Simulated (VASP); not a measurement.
# Ge (Imma) in VASP: single point with PBE

Aim: the single point of Ge with PBE.

Program: VASP 6.6.1. These are calculated values, not measurements. Logs are shortened: lines on timing, memory, paths and dates and some standing lists are left out, and cuts for length are marked.

## 1. The cell of the first run

The typed cell holds 2 atoms: a = 3.947 Å, b = 3.947 Å, c = 3.947 Å, α = 97.51°, β = 97.44°, γ = 137.72°.

## 2. Single point, PBE

Contents of INCAR:

```
SYSTEM = Ge
  PREC = Accurate
  ENCUT = 520
  EDIFF = 1E-7
  ISMEAR = 0
  SIGMA = 0.1
  LREAL = .False.
  LASPH = .True.
  NELM = 100
  ALGO = Normal
  ISIF = 2
  LWAVE = .False.
  LCHARG = .False.
  GGA = PE
  NBANDS = 21
```

Contents of KPOINTS:

```
Automatic mesh
0
Gamma
  16 16 16
  0 0 0
```

Contents of POSCAR:

```
Ge
1.0
   -2.6019608011      2.6039236664      1.4234332741
    2.6019608011     -2.6039236664      1.4234332741
    2.6019608011      2.6039236664     -1.4234332741
Ge
2
Direct
    0.1254887637      0.8754887637      0.2500000000
    0.8745112363      0.1245112363      0.7500000000
```

Potentials or basis: VASP PAW PBE potentials, release 64 (Ge_d).

The run is started by

```sh
> cat potpaw_PBE.64/Ge_d/POTCAR > POTCAR
> mpirun -np 1 vasp_std > vasp.out
```

OUTCAR:

```text
SYSTEM = Ge
   PREC = Accurate
   ENCUT = 520
   EDIFF = 1E-7
   ISMEAR = 0
   LREAL = .False.
   LASPH = .True.
   NELM = 100
   ISIF = 2
   GGA = PE

 ion  position               nearest neighbor table
   1  0.125  0.875  0.250-   2 2.70   2 2.70   2 2.70   2 2.70
   2  0.875  0.125  0.750-   1 2.70   1 2.70   1 2.70   1 2.70

  LATTYP: Found a body centered orthorhombic cell.
 ALAT       =     2.8468665482
 B/A-ratio  =     1.8279471532
 C/A-ratio  =     1.8293261186

  Lattice vectors:

 A1 = (   2.6019608011,  -2.6039236664,   1.4234332741)
 A2 = (  -2.6019608011,  -2.6039236664,  -1.4234332741)
 A3 = (   2.6019608011,   2.6039236664,  -1.4234332741)

Analysis of symmetry for initial positions (statically):
=====================================================================
 Subroutine PRICEL returns:
 Original cell was already a primitive cell.

 Routine SETGRP: Setting up the symmetry group for a
 body centered orthorhombic supercell.

 Subroutine GETGRP returns: Found  8 space group operations
 (whereof  4 operations were pure point group operations)
 out of a pool of  8 trial point group operations.

The static configuration has the point symmetry C_2h.
 The point group associated with its full space group is D_2h.

Analysis of symmetry for dynamics (positions and initial velocities):
=====================================================================
 Subroutine PRICEL returns:
 Original cell was already a primitive cell.

 Routine SETGRP: Setting up the symmetry group for a
 body centered orthorhombic supercell.

 Subroutine GETGRP returns: Found  8 space group operations
 (whereof  4 operations were pure point group operations)
 out of a pool of  8 trial point group operations.

The dynamic configuration has the point symmetry C_2h.
 The point group associated with its full space group is D_2h.

 Subroutine INISYM returns: Found  8 space group operations
 (whereof  4 operations are pure point group operations),
 and found     1 'primitive' translations

----------------------------------------------------------------------------------------

                                     Primitive cell

  volume of cell :      38.5768

  direct lattice vectors                    reciprocal lattice vectors
    -2.601960801  2.603923666  1.423433274     0.000000000  0.192017918  0.351263392
     2.601960801 -2.603923666  1.423433274     0.192162772  0.000000000  0.351263392
     2.601960801  2.603923666 -1.423433274     0.192162772  0.192017918  0.000000000

  length of vectors
     3.946743057  3.946743057  3.946743057     0.400320935  0.400390436  0.271656790

  position of ions in fractional coordinates (direct lattice)
     0.125488764  0.875488764  0.250000000
     0.874511236  0.124511236  0.750000000

  ion indices of the primitive-cell ions
   primitive index   ion index
                 1           1
                 2           2

----------------------------------------------------------------------------------------

 KPOINTS: Automatic mesh

Automatic generation of k-mesh.
 Grid dimensions read from file:
 generate k-points for:   16   16   16

 Generating k-lattice:

  Cartesian coordinates                     Fractional coordinates (reciprocal lattice)
     0.000000000  0.012001120  0.021953962     0.062500000  0.000000000  0.000000000
     0.012010173  0.000000000  0.021953962     0.000000000  0.062500000  0.000000000
     0.012010173  0.012001120  0.000000000     0.000000000  0.000000000  0.062500000

  Length of vectors
     0.025020058  0.025024402  0.016978549

  Shift w.r.t. Gamma in fractional coordinates (k-lattice)
     0.000000000  0.000000000  0.000000000

 Subroutine IBZKPT returns following result:
 ===========================================

 Found    621 irreducible k-points:

 Following reciprocal coordinates:
            Coordinates               Weight
  0.000000  0.000000  0.000000      1.000000
  0.062500  0.000000 -0.000000      4.000000
  0.125000  0.000000 -0.000000      4.000000
  0.187500  0.000000 -0.000000      4.000000
  0.250000  0.000000 -0.000000      4.000000
  0.312500  0.000000 -0.000000      4.000000
[... 16 lines left out ...]
 -0.187500  0.062500  0.000000      8.000000
 -0.125000  0.062500  0.000000      8.000000
 [... further k-points ...]
   k-points           NKPTS =    621   k-points in BZ     NKDIM =    621   number of bands    NBANDS=     21
   number of dos      NEDOS =    301   number of ions     NIONS =      2
   total plane-waves  NPLWV =  27000
   dimension x,y,z NGX =    30 NGY =   30 NGZ =   30
   dimension x,y,z NGXF=    60 NGYF=   60 NGZF=   60
   ions per type =               2
   NGX,Y,Z   is equivalent  to a cutoff of  12.64, 12.64, 12.64 a.u.
   NGXF,Y,Z  is equivalent  to a cutoff of  25.27, 25.27, 25.27 a.u.
 SYSTEM =  Ge
   PREC   = accura    normal or accurate (medium, high low for compatibility)
   ISTART =      0    job   : 0-new  1-cont  2-samecut
   ICHARG =      2    charge: 1-file 2-atom 10-const
   ISPIN  =      1    spin polarized calculation?
   LNONCOLLINEAR =      F non collinear calculations
   LSORBIT =      F    spin-orbit coupling
   LASPH  =      T    aspherical Exc in radial PAW
   ENCUT  =  520.0 eV  38.22 Ry    6.18 a.u.   7.34  7.34  7.34*2*pi/ulx,y,z
   NELM   =    100;   NELMIN=  2; NELMDL= -5     # of ELM steps
   EDIFF  = 0.1E-06   stopping-criterion for ELM
   LREAL  =      F    real-space projection
   EDIFFG = 0.1E-05   stopping-criterion for IOM
   NSW    =      0    number of steps for IOM
   IBRION =     -1    ionic relax: 0-MD 1-quasi-New 2-CG
   NFREE  =      0    steps in history (QN), initial steepest desc. (CG)
   ISIF   =      2    stress and relaxation
   ISYM   =      2    0-nonsym 1-usesym 2-fastsym
   POTIM  = 0.5000    time-step for ionic-motion
   TEBEG  =    0.0;   TEEND  =   0.0 temperature during run
   PSTRESS=    0.0 pullay stress
   NELECT =      28.0000    total number of electrons
   NUPDOWN=      -1.0000    fix difference up-down
   EMIN   =  10.00;   EMAX   =-10.00  energy-range for DOS
   EFERMI =   0.00;   METHOD = LEGACY
   ISMEAR =     0;   SIGMA  =   0.10  broadening in eV -4-tet -1-fermi 0-gaus
   EFERMI_NEDOS =   21; number of points for ismear=-14 and -15
   IALGO  =     38    algorithm
   IMIX   =      4    mixing-type and parameters
     AMIX     =   0.40;   BMIX     =  1.00
     AMIX_MAG =   1.60;   BMIX_MAG =  1.00
  volume/ion in A,a.u.               =      19.29       130.16
  Fermi-wavevector in a.u.,A,eV,Ry     =   1.471247  2.780253 29.450716  2.164567
  Thomas-Fermi vector in A             =   2.586406
   LORBIT       =      0    0 simple, 1 ext, 2 COOP (PROOUT), +10 PAW based schemes
   GGA     = PE    functional components
   LHFCALC =     F    Hartree Fock is set to
   AEXX    =    0.0000 exact exchange contribution
   IVDW    =     0    specifies the selected vdW correction
   LEPSILON=     F    determine dielectric tensor
   LRPA    =     F    only Hartree local field effects (RPA)
 non-spin polarized calculation
 Gauss-broadening in eV      SIGMA  =   0.10
  energy-cutoff  :      520.00
  volume of cell :       38.58
 maximum number of plane-waves:      1065
 NGX is ok and might be reduce to    30
   NGX = 15   NGY = 15   NGZ = 15

 number of electron      28.0000024 magnetization

 Free energy of the ion-electron system (eV)
  ---------------------------------------------------
  ext. energy  EPLUGINS =         0.00000000
  ---------------------------------------------------
  free energy    TOTEN  =        -8.57931188 eV

  energy without entropy =       -8.57574468  energy(sigma->0) =       -8.57752828

 E-fermi :   6.3883     XC(G=0): -11.1168

 val. band max:        6.3835819464   @ k =   0.3125  -0.2500   0.1875
 cond. band min:       6.3906098796   @ k =   0.3125  -0.3125   0.1875
 fundamental gap:      0.0070279332
 Fermi energy:         6.3883422513

 k-point     1 :       0.0000    0.0000    0.0000
  band No.  band energies     occupation
      1     -18.3615      2.00000
      2     -18.3210      2.00000
      3     -18.2920      2.00000
      4     -18.2910      2.00000
      5     -18.2030      2.00000
      6     -18.2021      2.00000
[... 13 lines left out ...]
     20      17.7912      0.00000
     21      18.7183      0.00000

 k-point     2 :       0.0625    0.0000   -0.0000
  band No.  band energies     occupation
      1     -18.3602      2.00000
      2     -18.3165      2.00000
      3     -18.2902      2.00000
      4     -18.2855      2.00000
      5     -18.2065      2.00000
      6     -18.2055      2.00000
[... 13 lines left out ...]
     20      17.8265      0.00000
     21      18.8591      0.00000

 k-point     3 :       0.1250    0.0000   -0.0000
  band No.  band energies     occupation
      1     -18.3561      2.00000
      2     -18.3041      2.00000
      3     -18.2852      2.00000
      4     -18.2713      2.00000
      5     -18.2147      2.00000
      6     -18.2107      2.00000
[... 13 lines left out ...]
     20      17.0433      0.00000
     21      17.5612      0.00000

 k-point     4 :       0.1875    0.0000   -0.0000
  band No.  band energies     occupation
      1     -18.3495      2.00000
      2     -18.2874      2.00000
      3     -18.2778      2.00000
      4     -18.2550      2.00000
      5     -18.2251      2.00000
      6     -18.2114      2.00000
[... 13 lines left out ...]
     20      15.9359      0.00000
     21      16.9015      0.00000

 k-point     5 :       0.2500    0.0000   -0.0000
  band No.  band energies     occupation
      1     -18.3415      2.00000
      2     -18.2727      2.00000
      3     -18.2699      2.00000
      4     -18.2481      2.00000
      5     -18.2351      2.00000
      6     -18.2106      2.00000
[... 13 lines left out ...]
     20      15.0605      0.00000
     21      16.9913      0.00000
[... 382 lines left out ...]
     20      15.5567      0.00000
     21      16.8125      0.00000

 k-point    22 :      -0.2500    0.0625    0.0000
  band No.  band energies     occupation
      1     -18.3436      2.00000
      2     -18.2897      2.00000
      3     -18.2727      2.00000
      4     -18.2620      2.00000
      5     -18.2234      2.00000
      6     -18.2079      2.00000
[... 13 lines left out ...]
     20      16.3041      0.00000
     21      16.8097      0.00000

 k-point    23 :      -0.1875    0.0625    0.0000
  band No.  band energies     occupation
      1     -18.3511      2.00000
      2     -18.3055      2.00000
      3     -18.2808      2.00000
      4     -18.2758      2.00000
      5     -18.2141      2.00000
      6     -18.2066      2.00000
[... 13 lines left out ...]
     20      17.2109      0.00000
     21      17.6032      0.00000

 k-point    24 :      -0.1250    0.0625    0.0000
  band No.  band energies     occupation
      1     -18.3566      2.00000
      2     -18.3173      2.00000
      3     -18.2882      2.00000
      4     -18.2869      2.00000
      5     -18.2069      2.00000
      6     -18.2033      2.00000
[... 13 lines left out ...]
     20      18.0562      0.00000
     21      18.7114      0.00000

 [... further k-points ...]

------------------------ aborting loop because EDIFF is reached ----------------------------------------

  FORCE on cell =-STRESS in cart. coord.  units (eV):
  Direction    XX          YY          ZZ          XY          YZ          ZX
  --------------------------------------------------------------------------------------
  -------------------------------------------------------------------------------------
  Total        0.0122948      0.0050924      0.0074317      0.0000000      0.0000000      0.0000000
  in kB        0.5106295      0.2114976      0.3086525      0.0000000      0.0000000      0.0000000
  external PRESSURE =       0.3435932 kB  Pullay stress =       0.0000000 kB

 VOLUME and BASIS-vectors are now :
 -----------------------------------------------------------------------------
  energy-cutoff  :      520.00
  volume of cell :       38.58
      direct lattice vectors                 reciprocal lattice vectors
    -2.601960801  2.603923666  1.423433274     0.000000000  0.192017918  0.351263392
     2.601960801 -2.603923666  1.423433274     0.192162772  0.000000000  0.351263392
     2.601960801  2.603923666 -1.423433274     0.192162772  0.192017918  0.000000000

 POSITION                                       TOTAL-FORCE (eV/Angst)
 -----------------------------------------------------------------------------------
      2.60196     -1.30196      1.06897        -0.000000     -0.000000     -0.000255
     -0.00000      3.90589      0.35447         0.000000      0.000000      0.000255
 -----------------------------------------------------------------------------------
    total drift:                                0.000000     -0.000000      0.000000

  FREE ENERGIE OF THE ION-ELECTRON SYSTEM (eV)
  ---------------------------------------------------
  free  energy   TOTEN  =        -8.5793118811 eV

  energy  without entropy=       -8.5757446793  energy(sigma->0) =       -8.57752828
```

It took 5.1 min on 1 thread of Intel Xeon Platinum 8488C (Sapphire Rapids), shared host; peak memory 0.48 GiB.

What came out:

```
Free energy            : -8.5793 eV
Pressure               : 0.0 GPa
Band gap on the k mesh : zero (bands 14 and 15 overlap by 5.08 eV)
```

Levels at points of the mesh, in eV from the Fermi level:
| k point | band 10 | band 11 | band 12 | band 13 | band 14 | band 15 | band 16 | band 17 | band 18 | band 19 |
| --- | --- | --- | --- | --- | --- | --- | --- | --- | --- | --- |
| (0.00, 0.00, 0.00) | -24.46 | -12.99 | -4.14 | -2.23 | -2.22 | 3.38 | 7.36 | 7.38 | 7.68 | 7.87 |
| (0.50, 0.00, 0.00) | -24.51 | -8.03 | -6.29 | -2.68 | -1.91 | -1.33 | 2.50 | 3.41 | 5.28 | 8.68 |
| (0.00, 0.50, 0.00) | -24.51 | -8.03 | -6.28 | -2.70 | -1.92 | -1.34 | 2.51 | 3.42 | 5.30 | 8.67 |
| (0.50, 0.50, 0.00) | -24.54 | -10.33 | -10.33 | 0.64 | 0.64 | 1.87 | 1.87 | 7.13 | 7.13 | 11.02 |
| (0.50, 0.50, 0.50) | -24.58 | -8.75 | -8.74 | -5.67 | -5.67 | 5.80 | 5.82 | 10.62 | 10.63 | 14.93 |
